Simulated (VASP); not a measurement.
Crystal: B2P.

```
B P
1.0
     1.51512    0.87475    3.92488
    -1.51512    0.87475    3.92488
     0.00000   -1.74950    3.92488
B P
2 1
Cartesian
  0.0000 0.0000 5.0553
  0.0000 0.0000 6.7193
  0.0000 0.0000 0.0000
```

Base run:

| Item | Value |
| --- | --- |
| Program | VASP 6.6.1 |
| Functional | PBEsol |
| Potentials or basis | VASP PAW PBE potentials, release 64 (B, P) |
| Cutoff | 520 eV |
| k mesh | 10 × 10 × 10 |
| Occupations | fermi-dirac, width 0.05 eV |
| Spin | no spin polarisation |

Its results: band gap on the k mesh zero (an odd number of electrons rules out a gap without spin polarisation); pressure -3.1 GPa; largest force 0.040 eV/Å.

The run is repeated on the same cell with these changes: functional from PBEsol to BLYP. What comes out?

Band gap on the k mesh zero (an odd number of electrons rules out a gap without spin polarisation); pressure 6.1 GPa; largest force 0.352 eV/Å.

BLYP binds less tightly than PBEsol, so the same cell stands under more pressure.

Caveats: the PAW data sets were made with another functional, which shifts forces and pressure a little; the cell stands under tension (at least some runs); the cell stands under pressure (at least some runs).
